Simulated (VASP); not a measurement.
Runs of VASP 6.6.1 on Mn. The structure is that of space group P6_3/mmc (No. 194), or close to it. The cells are those of the table. This isn't the form of Mn at room conditions, which is a 58-atom cubic cell.

| task | cell | k mesh | cutoff (eV) | gap on the mesh (eV) | pressure (GPa) |
| --- | --- | --- | --- | --- | --- |
| relaxation of cell and atoms | relaxed from a = 2.552, b = 2.552, c = 4.167 Å, angles 90.0, 90.0, 120.0°, 2 atoms | 14 × 14 × 8 | 600 | none | 0.0 |
| single point | a = 2.351, b = 2.351, c = 3.798 Å, angles 90.0, 90.0, 120.0°, 2 atoms | 17 × 17 × 9 | 520 | none | (a) |
| single point | a = 2.420, b = 2.420, c = 3.910 Å, angles 90.0, 90.0, 120.0°, 2 atoms | 17 × 17 × 9 | 520 | none | 13.7 |
| single point | a = 2.454, b = 2.454, c = 3.963 Å, angles 90.0, 90.0, 120.0°, 2 atoms | 24 × 24 × 13 | 520 | none | 0.0 |
| single point | a = 2.548, b = 2.548, c = 4.116 Å, angles 90.0, 90.0, 120.0°, 2 atoms | 17 × 17 × 9 | 520 | none | -27.2 |
| single point | a = 2.454, b = 2.454, c = 3.963 Å, angles 90.0, 90.0, 120.0°, 2 atoms | 14 × 14 × 8 | 520 | none | 0.0 |
| single point | a = 2.386, b = 2.386, c = 3.855 Å, angles 90.0, 90.0, 120.0°, 2 atoms | 17 × 17 × 9 | 520 | none | 30.5 |
| single point | a = 2.517, b = 2.517, c = 4.066 Å, angles 90.0, 90.0, 120.0°, 2 atoms | 17 × 17 × 9 | 520 | none | (b) |
| single point | a = 2.454, b = 2.454, c = 3.963 Å, angles 90.0, 90.0, 120.0°, 2 atoms | 17 × 17 × 9 | 520 | none | 0.0 |
| single point | a = 2.486, b = 2.486, c = 4.016 Å, angles 90.0, 90.0, 120.0°, 2 atoms | 17 × 17 × 9 | 520 | none | -11.1 |

Alike in all rows: level PBEsol; potentials or basis VASP PAW PBE potentials, release 64 (Mn_pv); no spin polarisation; smearing fermi-dirac 0.1 eV.

Problem. Estimate the missing entries.

Solution. (a) 52.2; (b) -19.7.

Caveats: the PAW data sets were made with another functional, which shifts forces and pressure a little; the run has no spin polarisation, though such a crystal can be magnetic; the cell stands under pressure (at least some runs); the cell stands under tension (at least some runs).

A gap of «none» marks levels without a gap at the run's occupations.
